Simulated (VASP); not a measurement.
The system is Mo.

```
Mo
1.0
    -1.56960    1.56960    1.56960
     1.56960   -1.56960    1.56960
     1.56960    1.56960   -1.56960
Mo
1
Direct
  0.00000 0.00000 0.00000
```

Base run:

* Program: VASP 6.6.1
* Functional: PBE
* Dispersion: D3(BJ)
* Potentials or basis: VASP PAW PBE potentials, release 64 (Mo_sv)
* Cutoff: 500 eV
* k mesh: 8 × 8 × 8
* Occupations: fermi-dirac, width 0.0125 eV
* Spin: no spin polarisation

Its results: band gap on the k mesh zero (band 7 reaches 16.80 eV, above the bottom of band 8 at 11.37 eV); pressure -0.9 GPa.

Problem. The run is repeated on the same cell with these changes: dispersion from D3(BJ) to none. What comes out?

Solution. Band gap on the k mesh zero (band 7 reaches 16.80 eV, above the bottom of band 8 at 11.37 eV); pressure 6.9 GPa.

Dispersion adds attraction, which lowers the pressure at fixed volume and, as a term added to the energy, leaves the levels alone.

Caveats: three body term missing (some runs); pairwise dispersion overbinds metals, which lowers pressure and volume (some runs).
